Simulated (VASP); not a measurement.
Wanted: the native input for a VASP 6.6.1 run.

| Item | Value |
| --- | --- |
| Task | single point |
| Functional | HSE06 |
| Potentials or basis | VASP PAW PBE potentials, release 64 (Ga_d, As) |
| Cutoff | 400 eV |
| k mesh | 6 × 6 × 6 |
| Occupations | gaussian, width 0.01 eV |
| Spin | no spin polarisation |
| Dipole correction | no |
| Grid for exact exchange (PRECFOCK) | Normal |
| Further INCAR settings | ALGO = Normal; EDIFF = 1e-06; NBANDS = 16 |
| Share of exact exchange | 0.25 |
| Screening parameter | 0.2079 1/Å |

The system is GaAs.

```
Ga As
1.0
     0.00000    2.69200    2.83309
     2.69200    0.00000    2.83309
     2.69200    2.69200    0.00000
Ga As
1 1
Cartesian
  0.0000 0.0000 0.0000
  1.3460 1.3460 1.4165
```

This cell differs from its parent crystal: biaxial xy strain -5.0%.

These files were run (other wordings do the same):

POSCAR

```
GaAs
1.0
    0.0000000000      2.6919974570      2.8330850947
    2.6919974570      0.0000000000      2.8330850947
    2.6919974570      2.6919974570      0.0000000000
Ga As
1 1
Direct
    0.0000000000      0.0000000000      0.0000000000
    0.2500000000      0.2500000000      0.2500000000
```

INCAR.step1

```
SYSTEM = GaAs
  ALGO = Normal
  EDIFF = 1E-5
  ENCUT = 400
  GGA = PE
  GGA_COMPAT = .FALSE.
  ISIF = 2
  ISMEAR = 0
  LASPH = .TRUE.
  LCHARG = .FALSE.
  LREAL = .FALSE.
  LWAVE = .TRUE.
  NBANDS = 16
  NELM = 120
  PREC = Accurate
  SIGMA = 0.01
```

INCAR.step2

```
SYSTEM = GaAs
  ALGO = Normal
  EDIFF = 1E-6
  ENCUT = 400
  GGA = PE
  GGA_COMPAT = .FALSE.
  HFSCREEN = 0.2079
  ISIF = 2
  ISMEAR = 0
  ISTART = 1
  LASPH = .TRUE.
  LCHARG = .FALSE.
  LHFCALC = .TRUE.
  LREAL = .FALSE.
  LWAVE = .FALSE.
  NBANDS = 16
  NELM = 120
  PREC = Accurate
  PRECFOCK = Normal
  SIGMA = 0.01
```

KPOINTS

```
k-points
0
G
  6 6 6
  0 0 0
```

Potentials or basis: VASP PAW PBE potentials, release 64 (Ga_d, As).

Command:

```console
$ cat potpaw_PBE.64/Ga_d/POTCAR potpaw_PBE.64/As/POTCAR > POTCAR
$ cp INCAR.step1 INCAR
$ mpirun -np 1 vasp_std > vasp.out
$ cp INCAR.step2 INCAR
$ mpirun -np 1 vasp_std > vasp.out
```

Results of the run:

```yaml
Pressure: 9.7 GPa
Band_gap_on_the_k_mesh: 1.64 eV (least direct gap 2.11 eV)
```

Caveat: the cell differs from its parent crystal (biaxial xy strain -5.0%); the cell stands under pressure; the PAW data sets were made with another functional, which shifts forces and pressure a little.

Wall time 30 min on 1 thread of Intel(R) Xeon(R) 6975P-C (Granite Rapids), on a shared host, peak memory 0.27 GiB.
